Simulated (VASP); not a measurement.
# Sc (P6_3/mmc) in VASP: further runs

The runs below take Sc through single point, relaxation of volume and atoms at fixed shape, with PBEsol.

Program: VASP 6.6.1. These are calculated values, not measurements. Logs are shortened: lines on timing, memory, paths and dates and some standing lists are left out, and cuts for length are marked.

## Step 1: The cell of the first run

It takes space group P6_3/mmc (No. 194, hexagonal). The conventional cell has a = 3.248 Å, b = 3.248 Å, c = 5.175 Å, α = 90.00°, β = 90.00°, γ = 120.00°. Within 4.2 Å of Sc (site symmetry -6m2) lie 12 Sc at 3.20 to 3.25 Å.

## Step 2: Single point, PBEsol

Input file INCAR:

```
SYSTEM = Sc
PREC = Accurate ; ENCUT = 520
EDIFF = 1E-6 ; ISMEAR = 0
SIGMA = 0.02 ; LREAL = .FALSE.
LASPH = .TRUE. ; NELM = 100
ALGO = Normal ; ISIF = 2
LWAVE = .FALSE. ; LCHARG = .FALSE.
GGA = PS ; NBANDS = 18
```

Input file KPOINTS:

```
regular mesh
0
G
  15 15 8
  0 0 0
```

Input file POSCAR:

```
Sc
1.0
    3.2476261701      0.0000000000      0.0000000000
   -1.6238130851      2.8125267653      0.0000000000
    0.0000000000      0.0000000000      5.1754932264
Sc
2
Direct
    0.3333333333      0.6666666667      0.2500000000
    0.6666666667      0.3333333333      0.7500000000
```

Potentials or basis: VASP PAW PBE potentials, release 64 (Sc_sv).

Launch:

```sh
$ cat potpaw_PBE.64/Sc_sv/POTCAR > POTCAR
$ mpirun -np 1 vasp_std > vasp.out
```

OUTCAR:

```text
SYSTEM = Sc
   PREC = Accurate
   ENCUT = 520
   EDIFF = 1E-6
   ISMEAR = 0
   LREAL = .FALSE.
   LASPH = .TRUE.
   NELM = 100
   ISIF = 2
   GGA = PS

 ion  position               nearest neighbor table
   1  0.333  0.667  0.250-   2 3.20   2 3.20   2 3.20   2 3.20   2 3.20   2 3.20
   2  0.667  0.333  0.750-   1 3.20   1 3.20   1 3.20   1 3.20   1 3.20   1 3.20

  LATTYP: Found a hexagonal cell.
 ALAT       =     3.2476261701
 C/A-ratio  =     1.5936234515

  Lattice vectors:

 A1 = (   3.2476261701,   0.0000000000,   0.0000000000)
 A2 = (  -1.6238130851,   2.8125267653,   0.0000000000)
 A3 = (   0.0000000000,   0.0000000000,   5.1754932264)

Analysis of symmetry for initial positions (statically):
=====================================================================
 Subroutine PRICEL returns:
 Original cell was already a primitive cell.

 Routine SETGRP: Setting up the symmetry group for a
 hexagonal supercell.

 Subroutine GETGRP returns: Found 24 space group operations
 (whereof 12 operations were pure point group operations)
 out of a pool of 24 trial point group operations.

The static configuration has the point symmetry D_3d.
 The point group associated with its full space group is D_6h.

Analysis of symmetry for dynamics (positions and initial velocities):
=====================================================================
 Subroutine PRICEL returns:
 Original cell was already a primitive cell.

 Routine SETGRP: Setting up the symmetry group for a
 hexagonal supercell.

 Subroutine GETGRP returns: Found 24 space group operations
 (whereof 12 operations were pure point group operations)
 out of a pool of 24 trial point group operations.

The dynamic configuration has the point symmetry D_3d.
 The point group associated with its full space group is D_6h.

 Subroutine INISYM returns: Found 24 space group operations
 (whereof 12 operations are pure point group operations),
 and found     1 'primitive' translations

----------------------------------------------------------------------------------------

                                     Primitive cell

  volume of cell :      47.2731

  direct lattice vectors                    reciprocal lattice vectors
     3.247626170  0.000000000  0.000000000     0.307917213  0.177776086  0.000000000
    -1.623813085  2.812526765  0.000000000     0.000000000  0.355552172  0.000000000
     0.000000000  0.000000000  5.175493226     0.000000000  0.000000000  0.193218299

  length of vectors
     3.247626170  3.247626170  5.175493226     0.355552172  0.355552172  0.193218299

  position of ions in fractional coordinates (direct lattice)
     0.333333333  0.666666667  0.250000000
     0.666666667  0.333333333  0.750000000

  ion indices of the primitive-cell ions
   primitive index   ion index
                 1           1
                 2           2

----------------------------------------------------------------------------------------

 KPOINTS: regular mesh

Automatic generation of k-mesh.
 Grid dimensions read from file:
 generate k-points for:   15   15    8

 Generating k-lattice:

  Cartesian coordinates                     Fractional coordinates (reciprocal lattice)
     0.020527814  0.011851739  0.000000000     0.066666667  0.000000000  0.000000000
     0.000000000  0.023703478  0.000000000     0.000000000  0.066666667  0.000000000
     0.000000000  0.000000000  0.024152287     0.000000000  0.000000000  0.125000000

  Length of vectors
     0.023703478  0.023703478  0.024152287

  Shift w.r.t. Gamma in fractional coordinates (k-lattice)
     0.000000000  0.000000000  0.000000000

 Subroutine IBZKPT returns following result:
 ===========================================

 Found    135 irreducible k-points:

 Following reciprocal coordinates:
            Coordinates               Weight
  0.000000  0.000000  0.000000      1.000000
  0.066667  0.000000  0.000000      6.000000
  0.133333 -0.000000  0.000000      6.000000
  0.200000 -0.000000  0.000000      6.000000
  0.266667 -0.000000  0.000000      6.000000
  0.333333 -0.000000  0.000000      6.000000
[... 16 lines left out ...]
  0.333333  0.200000  0.000000     12.000000
  0.400000  0.200000  0.000000      6.000000
 [... further k-points ...]
   k-points           NKPTS =    135   k-points in BZ     NKDIM =    135   number of bands    NBANDS=     18
   number of dos      NEDOS =    301   number of ions     NIONS =      2
   total plane-waves  NPLWV =  23040
   dimension x,y,z NGX =    24 NGY =   24 NGZ =   40
   dimension x,y,z NGXF=    48 NGYF=   48 NGZF=   80
   ions per type =               2
   NGX,Y,Z   is equivalent  to a cutoff of  12.29, 12.29, 12.85 a.u.
   NGXF,Y,Z  is equivalent  to a cutoff of  24.57, 24.57, 25.70 a.u.
 SYSTEM =  Sc
   PREC   = accura    normal or accurate (medium, high low for compatibility)
   ISTART =      0    job   : 0-new  1-cont  2-samecut
   ICHARG =      2    charge: 1-file 2-atom 10-const
   ISPIN  =      1    spin polarized calculation?
   LNONCOLLINEAR =      F non collinear calculations
   LSORBIT =      F    spin-orbit coupling
   LASPH  =      T    aspherical Exc in radial PAW
   ENCUT  =  520.0 eV  38.22 Ry    6.18 a.u.   6.04  6.04  9.62*2*pi/ulx,y,z
   NELM   =    100;   NELMIN=  2; NELMDL= -5     # of ELM steps
   EDIFF  = 0.1E-05   stopping-criterion for ELM
   LREAL  =      F    real-space projection
   EDIFFG = 0.1E-04   stopping-criterion for IOM
   NSW    =      0    number of steps for IOM
   IBRION =     -1    ionic relax: 0-MD 1-quasi-New 2-CG
   NFREE  =      0    steps in history (QN), initial steepest desc. (CG)
   ISIF   =      2    stress and relaxation
   ISYM   =      2    0-nonsym 1-usesym 2-fastsym
   POTIM  = 0.5000    time-step for ionic-motion
   TEBEG  =    0.0;   TEEND  =   0.0 temperature during run
   PSTRESS=    0.0 pullay stress
   NELECT =      22.0000    total number of electrons
   NUPDOWN=      -1.0000    fix difference up-down
   EMIN   =  10.00;   EMAX   =-10.00  energy-range for DOS
   EFERMI =   0.00;   METHOD = LEGACY
   ISMEAR =     0;   SIGMA  =   0.02  broadening in eV -4-tet -1-fermi 0-gaus
   EFERMI_NEDOS =   21; number of points for ismear=-14 and -15
   IALGO  =     38    algorithm
   IMIX   =      4    mixing-type and parameters
     AMIX     =   0.40;   BMIX     =  1.00
     AMIX_MAG =   1.60;   BMIX_MAG =  1.00
  volume/ion in A,a.u.               =      23.64       159.51
  Fermi-wavevector in a.u.,A,eV,Ry     =   1.268657  2.397414 21.898451  1.609491
  Thomas-Fermi vector in A             =   2.401740
   LORBIT       =      0    0 simple, 1 ext, 2 COOP (PROOUT), +10 PAW based schemes
   GGA     = PS    functional components
   LHFCALC =     F    Hartree Fock is set to
   AEXX    =    0.0000 exact exchange contribution
   IVDW    =     0    specifies the selected vdW correction
   LEPSILON=     F    determine dielectric tensor
   LRPA    =     F    only Hartree local field effects (RPA)
 non-spin polarized calculation
 Gauss-broadening in eV      SIGMA  =   0.02
  energy-cutoff  :      520.00
  volume of cell :       47.27
 maximum number of plane-waves:      1302
   NGX = 13   NGY = 13   NGZ = 19

 number of electron      21.9999996 magnetization

 Free energy of the ion-electron system (eV)
  ---------------------------------------------------
  ext. energy  EPLUGINS =         0.00000000
  ---------------------------------------------------
  free energy    TOTEN  =       -13.20541927 eV

  energy without entropy =      -13.20448837  energy(sigma->0) =      -13.20495382

 E-fermi :   3.8310     XC(G=0): -10.1627

 val. band max:        3.8292753817   @ k =   0.4667  -0.0000   0.3750
 cond. band min:       3.8355989349   @ k =   0.3333   0.1333   0.2500
 fundamental gap:      0.0063235532
 Fermi energy:         3.8309564977

 k-point     1 :       0.0000    0.0000    0.0000
  band No.  band energies     occupation
      1     -45.2724      2.00000
      2     -45.1927      2.00000
      3     -24.2228      2.00000
      4     -23.8194      2.00000
      5     -23.8194      2.00000
      6     -23.7509      2.00000
[... 10 lines left out ...]
     17       6.3176      0.00000
     18       6.3176      0.00000

 k-point     2 :       0.0667    0.0000    0.0000
  band No.  band energies     occupation
      1     -45.2697      2.00000
      2     -45.1916      2.00000
      3     -24.2160      2.00000
      4     -23.8335      2.00000
      5     -23.8241      2.00000
      6     -23.7656      2.00000
[... 10 lines left out ...]
     17       6.2266      0.00000
     18       6.2528      0.00000

 k-point     3 :       0.1333   -0.0000    0.0000
  band No.  band energies     occupation
      1     -45.2622      2.00000
      2     -45.1886      2.00000
      3     -24.1963      2.00000
      4     -23.8734      2.00000
      5     -23.8370      2.00000
      6     -23.8068      2.00000
[... 10 lines left out ...]
     17       6.0880      0.00000
     18       6.1984      0.00000

 k-point     4 :       0.2000   -0.0000    0.0000
  band No.  band energies     occupation
      1     -45.2507      2.00000
      2     -45.1845      2.00000
      3     -24.1656      2.00000
      4     -23.9327      2.00000
      5     -23.8660      2.00000
      6     -23.8555      2.00000
[... 375 lines left out ...]
      4     -24.0375      2.00000
      5     -24.0325      2.00000
      6     -23.9316      2.00000
[... 10 lines left out ...]
     17       7.6580      0.00000
     18       7.8440      0.00000

 k-point    23 :       0.3333    0.2000    0.0000
  band No.  band energies     occupation
      1     -45.1980      2.00000
      2     -45.1766      2.00000
      3     -24.1055      2.00000
      4     -24.0391      2.00000
      5     -23.9961      2.00000
      6     -23.9632      2.00000
[... 10 lines left out ...]
     17       7.8106      0.00000
     18       7.8320      0.00000

 k-point    24 :       0.4000    0.2000    0.0000
  band No.  band energies     occupation
      1     -45.1938      2.00000
      2     -45.1777      2.00000
      3     -24.1159      2.00000
      4     -24.0362      2.00000
      5     -23.9784      2.00000
      6     -23.9781      2.00000
[... 10 lines left out ...]
     17       7.7813      0.00000
     18       7.8283      0.00000

 [... further k-points ...]
[... 5 lines left out ...]
  --------------------------------------------------------------------------------------
  -------------------------------------------------------------------------------------
  Total        0.2363608      0.2363608     -0.4713700     -0.0000000      0.0000000      0.0000000
  in kB        8.0107211      8.0107211    -15.9756334     -0.0000000      0.0000000      0.0000000
  external PRESSURE =       0.0152696 kB  Pullay stress =       0.0000000 kB

 VOLUME and BASIS-vectors are now :
 -----------------------------------------------------------------------------
  energy-cutoff  :      520.00
  volume of cell :       47.27
      direct lattice vectors                 reciprocal lattice vectors
     3.247626170  0.000000000  0.000000000     0.307917213  0.177776086  0.000000000
    -1.623813085  2.812526765  0.000000000     0.000000000  0.355552172  0.000000000
     0.000000000  0.000000000  5.175493226     0.000000000  0.000000000  0.193218299

 POSITION                                       TOTAL-FORCE (eV/Angst)
 -----------------------------------------------------------------------------------
     -0.00000      1.87502      1.29387         0.000000      0.000000      0.000000
      1.62381      0.93751      3.88162        -0.000000     -0.000000      0.000000
 -----------------------------------------------------------------------------------
    total drift:                               -0.000000      0.000000     -0.000000

  FREE ENERGIE OF THE ION-ELECTRON SYSTEM (eV)
  ---------------------------------------------------
  free  energy   TOTEN  =       -13.2054192716 eV

  energy  without entropy=      -13.2044883669  energy(sigma->0) =      -13.20495382
```

Run time: 50 s. Hardware: 1 thread of Intel Xeon 6975P-C, shared host; peak memory 0.23 GiB.

Results:

```
Free energy            : -13.2054 eV
Pressure               : 0.0 GPa
Band gap on the k mesh : zero (band 11 reaches 4.74 eV, above the bottom of band 12 at 3.29 eV)
```

Stress tensor (GPa, compression positive):
```
 0.80  0.00  0.00
 0.00  0.80  0.00
 0.00  0.00 -1.60
```

Levels at points of the mesh, in eV from the Fermi level:
```csv
k point,band 9,band 10,band 11,band 12,band 13,band 14
"(0.00, 0.00, 0.00)",-5.23,-1.75,0.54,1.66,1.66,1.78
"(0.00, 0.00, 0.50)",-3.68,-3.68,0.91,0.91,1.59,1.59
```

Caveat: the PAW data sets were made with another functional, which shifts forces and pressure a little.

## Step 3: Relaxation of volume and atoms at fixed shape, PBEsol

This run uses another cell than the first one, of 25.00 Å³/atom, 1.058 times its volume.

Input file INCAR:

```
SYSTEM = Sc
PREC     = Accurate       ! precision mode
ENCUT    = 600            ! plane-wave cutoff, eV
EDIFF    = 1E-7           ! SCF threshold, eV
ISMEAR   = 0              ! smearing method
SIGMA    = 0.02           ! smearing width, eV
LREAL    = .False.        ! projectors in reciprocal space
LASPH    = .True.         ! aspherical terms in the spheres
NELM     = 80             ! most SCF steps
ALGO     = Normal         ! electronic algorithm
ISIF     = 8              ! what is computed and relaxed
LWAVE    = .False.        ! write WAVECAR
LCHARG   = .False.        ! write CHGCAR
GGA      = PS             ! functional
IBRION   = 2              ! ionic algorithm
NSW      = 80             ! ionic steps
EDIFFG   = -0.03          ! ionic threshold
```

Input file KPOINTS:

```
regular mesh
0
Gamma
  15 15 8
  0 0 0
```

Input file POSCAR:

```
Sc
1.0
    3.3090000000      0.0000000000      0.0000000000
   -1.6545000000      2.8656780600      0.0000000000
    0.0000000000      0.0000000000      5.2733000000
Sc
2
Direct
    0.3333333333      0.6666666667      0.2500000000
    0.6666666667      0.3333333333      0.7500000000
```

Potentials or basis: VASP PAW PBE potentials, release 64 (Sc_sv).

Launch:

```sh
$ cat potpaw_PBE.64/Sc_sv/POTCAR > POTCAR
$ mpirun -np 1 vasp_std > vasp.out
```

It took 3.5 min on 1 thread of Intel Xeon 6975P-C, shared host; peak memory 0.26 GiB.

It converged, with:

| Quantity | Value |
| --- | --- |
| Free energy | -13.2066 eV |
| Relaxed volume | 23.67 Å³/atom |
| Relaxed cell | a = 3.249 Å, b = 3.249 Å, c = 5.178 Å, α = 90.00°, β = 90.00°, γ = 120.00° |
| Space group after relaxing (to 0.05 Å) | P6_3/mmc (No. 194) |
| Energy gained by relaxing | 12.4 meV/atom |
| Ionic steps | 3 |
| Pressure after relaxing | 0.0 GPa |
| Band gap on the k mesh | zero (band 11 reaches 4.73 eV, above the bottom of band 12 at 3.29 eV) |

Stress tensor (GPa, compression positive):
```
 0.79  0.00  0.00
 0.00  0.79  0.00
 0.00  0.00 -1.60
```

Step by step:
| step | energy change (eV) | largest force (eV/Å) | pressure (GPa) | volume (Å³) |
| --- | --- | --- | --- | --- |
| 1 | 0.0000 | 0.0000 | -2.87 | 50.00 |
| 2 | -0.0239 | 0.0000 | 0.62 | 46.84 |
| 3 | -0.0249 | 0.0000 | 0.00 | 47.33 |

Final structure:
```yaml
crystal:
  lattice:
    - [3.24896, 0.00000, 0.00000]
    - [-1.62448, 2.81368, 0.00000]
    - [0.00000, 0.00000, 5.17762]
  atoms:
    - { symbol: Sc, position: [0.33333, 0.66667, 0.25000] }
    - { symbol: Sc, position: [0.66667, 0.33333, 0.75000] }
```

Levels at points of the mesh, in eV from the Fermi level:
```csv
k point,band 8,band 9,band 10,band 11,band 12,band 13,band 14,band 15
"(0.00, 0.00, 0.00)",-27.57,-5.22,-1.75,0.54,1.65,1.65,1.77,2.10
"(0.00, 0.00, 0.50)",-27.62,-3.67,-3.67,0.90,0.90,1.59,1.59,1.59
```

Caveat: the PAW data sets were made with another functional, which shifts forces and pressure a little.
